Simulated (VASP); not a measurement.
Sn, 1 atom in the cell. The structure is cubic, space group Im-3m (No. 229). Conventional cell: a = 3.786 Å, b = 3.786 Å, c = 3.786 Å, α = 90.00°, β = 90.00°, γ = 90.00°. Sn (site symmetry m-3m) has 14 Sn at 3.28 to 3.79 Å within 4.3 Å. 

- Program: VASP 6.6.1
- Task: single point
- Functional: BLYP
- Dispersion: D3(BJ)
- Potentials or basis: VASP PAW PBE potentials, release 64 (Sn_d)
- Cutoff: 520 eV
- k mesh: 9 × 9 × 9
- Occupations: fermi-dirac, width 0.1 eV
- Spin: no spin polarisation
- Dipole correction: no
- Further INCAR settings: ALGO = Normal; EDIFF = 1e-06; NBANDS = 13

Potentials or basis: VASP PAW PBE potentials, release 64 (Sn_d).

The run is started by

```console
$ cat potpaw_PBE.64/Sn_d/POTCAR > POTCAR
$ mpirun -np 1 vasp_std > vasp.out
```

Hardware: 1 thread of Intel Xeon 6975P-C, on a shared host.

Problem. Estimate the wall time of this run.

Solution. Wall time 8.5 s on 1 thread of Intel Xeon 6975P-C (shared host), peak memory 0.15 GiB. Counts: scf iterations 11, k points 35.
